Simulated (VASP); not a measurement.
# Ti18Si in VASP: single point with PBE+D3(BJ)

Aim: the single point of Ti18Si with PBE+D3(BJ).

Everything below comes from runs of VASP 6.6.1. Logs are shortened: lines on timing, memory, paths and dates and some standing lists are left out, and cuts for length are marked.

## (1) The cell of the first run

The cell holds a slab with vacuum, 19 atoms: a = 5.571 Å, b = 7.785 Å, c = 21.520 Å, α = 90.00°, β = 90.00°, γ = 90.00°.

## (2) Single point, PBE+D3(BJ)

File INCAR:

```
SYSTEM = Ti18Si
  PREC = Accurate
  ENCUT = 520
  EDIFF = 1E-7
  ISMEAR = 0
  SIGMA = 0.1
  LREAL = Auto
  LASPH = .TRUE.
  NELM = 100
  ALGO = Normal
  ISIF = 2
  LWAVE = .FALSE.
  LCHARG = .FALSE.
  LDIPOL = .TRUE.
  IDIPOL = 3
  DIPOL = 0.5 0.5 0.299
  GGA = PE
  IVDW = 12
  NBANDS = 125
```

File KPOINTS:

```
regular mesh
0
G
  5 4 1
  0 0 0
```

File POSCAR:

```
Ti18Si
1.0
    5.5706966049      0.0000000000      0.0000000000
    0.0000000000      7.7847098564      0.0000000000
    0.0000000000      0.0000000000     21.5200068025
Ti Si
18 1
Direct
    0.0000000000      0.5000000000      0.1858735472
    0.5000000000      0.5000000000      0.1858735472
    0.2500000000      0.1666666667      0.1858735472
    0.7500000000      0.1666666667      0.1858735472
    0.2500000000      0.8333333333      0.1858735472
    0.7500000000      0.8333333333      0.1858735472
    0.0000000000      0.0000000000      0.2887684190
    0.5000000000      0.0000000000      0.2887684190
    0.2500000000      0.6672597319      0.2880966778
    0.7500000000      0.6672597319      0.2880966778
    0.2500000000      0.3327402681      0.2880966778
    0.7500000000      0.3327402681      0.2880966778
    0.0000000000      0.5000000000      0.3885221775
    0.5000000000      0.5000000000      0.3885221775
    0.2500000000      0.1667007587      0.3912641329
    0.7500000000      0.1667007587      0.3912641329
    0.2500000000      0.8332992413      0.3912641329
    0.7500000000      0.8332992413      0.3912641329
    0.3750000000      0.6667007587      0.4934945839
```

Potentials or basis: VASP PAW PBE potentials, release 64 (Ti_sv, Si).

Started as:

```console
> cat potpaw_PBE.64/Ti_sv/POTCAR potpaw_PBE.64/Si/POTCAR > POTCAR
> mpirun -np 1 vasp_std > vasp.out
```

OUTCAR:

```text
SYSTEM = Ti18Si
   PREC = Accurate
   ENCUT = 520
   EDIFF = 1E-7
   ISMEAR = 0
   LREAL = Auto
   LASPH = .TRUE.
   NELM = 100
   ISIF = 2
   GGA = PE
   IVDW = 12
 IVDW          = 12

 ion  position               nearest neighbor table
   1  0.000  0.500  0.186-   2 2.79   2 2.79  10 2.91  11 2.91  12 2.91   9 2.91
   2  0.500  0.500  0.186-   1 2.79   1 2.79  10 2.91  11 2.91  12 2.91   9 2.91
   3  0.250  0.167  0.186-  11 2.55   5 2.59   4 2.79   4 2.79   7 2.92   8 2.92
   4  0.750  0.167  0.186-  12 2.55   6 2.59   3 2.79   3 2.79   7 2.92   8 2.92
   5  0.250  0.833  0.186-   9 2.55   3 2.59   6 2.79   6 2.79   7 2.92   8 2.92
   6  0.750  0.833  0.186-  10 2.55   4 2.59   5 2.79   5 2.79   7 2.92   8 2.92
   7  0.000  0.000  0.289-   8 2.79   8 2.79  16 2.91  17 2.91  18 2.91  15 2.91   5 2.92   6 2.92
                             3 2.92   4 2.92
   8  0.500  0.000  0.289-   7 2.79   7 2.79  16 2.91  17 2.91  18 2.91  15 2.91   5 2.92   6 2.92
                             3 2.92   4 2.92
   9  0.250  0.667  0.288-   5 2.55  17 2.57  11 2.60  10 2.79  10 2.79  13 2.88  14 2.88   2 2.91
                             1 2.91
  10  0.750  0.667  0.288-   6 2.55  18 2.57  12 2.60   9 2.79   9 2.79  13 2.88  14 2.88   2 2.91
                             1 2.91
  11  0.250  0.333  0.288-   3 2.55  15 2.57   9 2.60  12 2.79  12 2.79  13 2.88  14 2.88   2 2.91
                             1 2.91
  12  0.750  0.333  0.288-   4 2.55  16 2.57  10 2.60  11 2.79  11 2.79  13 2.88  14 2.88   2 2.91
                             1 2.91
  13  0.000  0.500  0.389-  14 2.79  14 2.79  11 2.88  12 2.88   9 2.88  10 2.88
  14  0.500  0.500  0.389-  19 2.70  13 2.79  13 2.79  12 2.88   9 2.88  10 2.88  11 2.88
  15  0.250  0.167  0.391-  11 2.57  17 2.60  16 2.79  16 2.79   7 2.91   8 2.91
  16  0.750  0.167  0.391-  12 2.57  18 2.60  15 2.79  15 2.79   7 2.91   8 2.91
  17  0.250  0.833  0.391-   9 2.57  15 2.60  19 2.65  18 2.79  18 2.79   8 2.91   7 2.91
  18  0.750  0.833  0.391-  10 2.57  16 2.60  17 2.79  17 2.79   7 2.91   8 2.91
  19  0.375  0.667  0.493-  17 2.65  14 2.70

  LATTYP: Found a simple orthorhombic cell.
 ALAT       =     5.5706966049
 B/A-ratio  =     1.3974392089
 C/A-ratio  =     3.8630728487

  Lattice vectors:

 A1 = (   5.5706966049,   0.0000000000,   0.0000000000)
 A2 = (   0.0000000000,   7.7847098564,   0.0000000000)
 A3 = (   0.0000000000,   0.0000000000,  21.5200068025)

Analysis of symmetry for initial positions (statically):
=====================================================================
 Subroutine PRICEL returns:
 Original cell was already a primitive cell.

 Routine SETGRP: Setting up the symmetry group for a
 simple orthorhombic supercell.

 Subroutine GETGRP returns: Found  1 space group operations
 (whereof  1 operations were pure point group operations)
 out of a pool of  8 trial point group operations.

The static configuration has the point symmetry C_1 .

Analysis of symmetry for dynamics (positions and initial velocities):
=====================================================================
 Subroutine PRICEL returns:
 Original cell was already a primitive cell.

 Routine SETGRP: Setting up the symmetry group for a
 simple orthorhombic supercell.

 Subroutine GETGRP returns: Found  1 space group operations
 (whereof  1 operations were pure point group operations)
 out of a pool of  8 trial point group operations.

The dynamic configuration has the point symmetry C_1 .

 Subroutine INISYM returns: Found  1 space group operations
 (whereof  1 operations are pure point group operations),
 and found     1 'primitive' translations

----------------------------------------------------------------------------------------

                                     Primitive cell

  volume of cell :     933.2421

  direct lattice vectors                    reciprocal lattice vectors
     5.570696605  0.000000000  0.000000000     0.179510763  0.000000000  0.000000000
     0.000000000  7.784709856  0.000000000     0.000000000  0.128456939  0.000000000
     0.000000000  0.000000000 21.520006802     0.000000000  0.000000000  0.046468387

  length of vectors
     5.570696605  7.784709856 21.520006802     0.179510763  0.128456939  0.046468387

  position of ions in fractional coordinates (direct lattice)
     0.000000000  0.500000000  0.185873547
     0.500000000  0.500000000  0.185873547
     0.250000000  0.166666667  0.185873547
     0.750000000  0.166666667  0.185873547
     0.250000000  0.833333333  0.185873547
[... 54 lines left out ...]

  Shift w.r.t. Gamma in fractional coordinates (k-lattice)
     0.000000000  0.000000000  0.000000000

 Subroutine IBZKPT returns following result:
 ===========================================

 Found     11 irreducible k-points:

 Following reciprocal coordinates:
            Coordinates               Weight
  0.000000  0.000000  0.000000      1.000000
  0.200000  0.000000  0.000000      2.000000
  0.400000  0.000000  0.000000      2.000000
  0.000000  0.250000  0.000000      2.000000
  0.200000  0.250000  0.000000      2.000000
  0.200000 -0.250000  0.000000      2.000000
  0.400000  0.250000  0.000000      2.000000
  0.400000 -0.250000  0.000000      2.000000
  0.000000  0.500000  0.000000      1.000000
  0.200000  0.500000  0.000000      2.000000
  0.400000  0.500000  0.000000      2.000000
   k-points           NKPTS =     11   k-points in BZ     NKDIM =     11   number of bands    NBANDS=    125
   number of dos      NEDOS =    301   number of ions     NIONS =     19
   total plane-waves  NPLWV = 403200
   dimension x,y,z NGX =    42 NGY =   60 NGZ =  160
   dimension x,y,z NGXF=    84 NGYF=  120 NGZF=  320
   ions per type =              18   1
   NGX,Y,Z   is equivalent  to a cutoff of  12.53, 12.81, 12.36 a.u.
   NGXF,Y,Z  is equivalent  to a cutoff of  25.07, 25.63, 24.72 a.u.
 SYSTEM =  Ti18Si
   PREC   = accura    normal or accurate (medium, high low for compatibility)
   ISTART =      0    job   : 0-new  1-cont  2-samecut
   ICHARG =      2    charge: 1-file 2-atom 10-const
   ISPIN  =      1    spin polarized calculation?
   LNONCOLLINEAR =      F non collinear calculations
   LSORBIT =      F    spin-orbit coupling
   LASPH  =      T    aspherical Exc in radial PAW
   ENCUT  =  520.0 eV  38.22 Ry    6.18 a.u.  10.36 14.47 40.01*2*pi/ulx,y,z
   NELM   =    100;   NELMIN=  2; NELMDL= -5     # of ELM steps
   EDIFF  = 0.1E-06   stopping-criterion for ELM
   LREAL  =      T    real-space projection
   EDIFFG = 0.1E-05   stopping-criterion for IOM
   NSW    =      0    number of steps for IOM
   IBRION =     -1    ionic relax: 0-MD 1-quasi-New 2-CG
   NFREE  =      0    steps in history (QN), initial steepest desc. (CG)
   ISIF   =      2    stress and relaxation
   ISYM   =      2    0-nonsym 1-usesym 2-fastsym
   POTIM  = 0.5000    time-step for ionic-motion
   TEBEG  =    0.0;   TEEND  =   0.0 temperature during run
   PSTRESS=    0.0 pullay stress
   NELECT =     220.0000    total number of electrons
   NUPDOWN=      -1.0000    fix difference up-down
   EMIN   =  10.00;   EMAX   =-10.00  energy-range for DOS
   EFERMI =   0.00;   METHOD = LEGACY
   ISMEAR =     0;   SIGMA  =   0.10  broadening in eV -4-tet -1-fermi 0-gaus
   EFERMI_NEDOS =   21; number of points for ismear=-14 and -15
   IALGO  =     38    algorithm
   IMIX   =      4    mixing-type and parameters
     AMIX     =   0.40;   BMIX     =  1.00
     AMIX_MAG =   1.60;   BMIX_MAG =  1.00
  volume/ion in A,a.u.               =      49.12       331.46
  Fermi-wavevector in a.u.,A,eV,Ry     =   1.011310  1.911099 13.915329  1.022748
  Thomas-Fermi vector in A             =   2.144352
   LORBIT       =      0    0 simple, 1 ext, 2 COOP (PROOUT), +10 PAW based schemes
   GGA     = PE    functional components
   LHFCALC =     F    Hartree Fock is set to
   AEXX    =    0.0000 exact exchange contribution
   IVDW    =    12    specifies the selected vdW correction
   LEPSILON=     F    determine dielectric tensor
   LRPA    =     F    only Hartree local field effects (RPA)
 non-spin polarized calculation
 Gauss-broadening in eV      SIGMA  =   0.10
  energy-cutoff  :      520.00
  volume of cell :      933.24
 maximum number of plane-waves:     25209
 NGX is ok and might be reduce to    42
   NGX = 21   NGY = 29   NGZ = 81

 dipolmoment           0.000000      0.000000     -0.078210 electrons x Angstroem

 number of electron     219.9999955 magnetization

 dipolmoment           0.000000      0.000000      0.096068 electrons x Angstroem

 Free energy of the ion-electron system (eV)
  ---------------------------------------------------
  ext. energy  EPLUGINS =         0.00000000
  ---------------------------------------------------
  free energy    TOTEN  =      -134.81518863 eV

  energy without entropy =     -134.65612467  energy(sigma->0) =     -134.73565665

 E-fermi :   0.0024     XC(G=0):  -4.9254

 val. band max:        0.0024141728   @ k =   0.2000   0.5000   0.0000
 cond. band min:       0.0078699279   @ k =   0.2000  -0.2500   0.0000
 fundamental gap:      0.0054557551
 Fermi energy:         0.0024343822

 k-point     1 :       0.0000    0.0000    0.0000
  band No.  band energies     occupation
      1     -56.9361      2.00000
      2     -56.9237      2.00000
      3     -56.8541      2.00000
      4     -56.7606      2.00000
      5     -56.6968      2.00000
      6     -56.6520      2.00000
[... 1364 lines left out ...]
    121       0.6836      0.00000
    122       0.6911      0.00000
 [bands above 122 left out]

------------------------ aborting loop because EDIFF is reached ----------------------------------------

 vacuum level on the upper side and lower side of the slab       (xc-potential included)         0.084        -0.297

 Edisp (eV)   -8.08337

 E8    (eV) :    -3.9900

  FORCE on cell =-STRESS in cart. coord.  units (eV):
  Direction    XX          YY          ZZ          XY          YZ          ZX
  --------------------------------------------------------------------------------------
  -------------------------------------------------------------------------------------
  Total     -10.45669    -4.86179    -3.23487    -0.12705    -0.36137    -0.19205
  in kB     -17.95191    -8.34666    -5.55358    -0.21811    -0.62040    -0.32971
  external pressure =      -10.62 kB  Pullay stress =        0.00 kB

 VOLUME and BASIS-vectors are now :
 -----------------------------------------------------------------------------
  energy-cutoff  :      520.00
  volume of cell :      933.24
      direct lattice vectors                 reciprocal lattice vectors
     5.570696605  0.000000000  0.000000000     0.179510763  0.000000000  0.000000000
     0.000000000  7.784709856  0.000000000     0.000000000  0.128456939  0.000000000
     0.000000000  0.000000000 21.520006802     0.000000000  0.000000000  0.046468387

 POSITION                                       TOTAL-FORCE (eV/Angst)
 -----------------------------------------------------------------------------------
      0.00000      3.89235      4.00000         0.023789      0.003187      0.201273
      2.78535      3.89235      4.00000        -0.024357     -0.001423      0.236093
      1.39267      1.29745      4.00000        -0.010378      0.010376     -0.003818
      4.17802      1.29745      4.00000        -0.002237      0.018756     -0.008002
      1.39267      6.48726      4.00000         0.007361      0.007878     -0.046254
      4.17802      6.48726      4.00000         0.003714      0.022078     -0.023891
[... 11 lines left out ...]
      4.17802      6.48699      8.42001        -0.479501     -0.344393      0.645061
      2.08901      5.19007     10.62001        -0.066545      0.023976     -1.769554
 -----------------------------------------------------------------------------------
    total drift:                                0.000898      0.000651     -0.109887

  FREE ENERGIE OF THE ION-ELECTRON SYSTEM (eV)
  ---------------------------------------------------
  free  energy   TOTEN  =      -142.8985573580 eV

  energy  without entropy=     -142.7394933930  energy(sigma->0) =     -142.81902538

 vacuum level on the upper side and lower side of the slab         4.761         4.372
```

It took 51 min on 1 thread of AMD EPYC 9R45 (Zen 5), shared host; peak memory 1.2 GiB.

What came out:

```yaml
Free_energy: -142.8986 eV
Largest_force: 1.771 eV/Å
Band_gap_on_the_k_mesh: zero (bands 110 and 111 overlap by 0.23 eV)
Dispersion_energy_per_atom: -0.425 eV
```

Forces in eV/Å, atoms in the order of the input:
```
Ti   0.024  0.003  0.201
Ti  -0.024 -0.001  0.236
Ti  -0.010  0.010 -0.004
Ti  -0.002  0.019 -0.008
Ti   0.007  0.008 -0.046
Ti   0.004  0.022 -0.024
Ti  -0.069  0.030 -0.170
Ti   0.081  0.082 -0.106
Ti  -0.003  0.039 -0.360
Ti   0.034 -0.031 -0.149
Ti  -0.083 -0.060 -0.173
Ti   0.058 -0.012 -0.150
Ti   0.449  0.232  0.554
Ti  -0.292  0.398  0.394
Ti  -0.159  0.257  0.302
Ti   0.107 -0.004  0.072
Ti   0.424 -0.672  0.555
Ti  -0.480 -0.344  0.645
Si  -0.067  0.024 -1.770
```
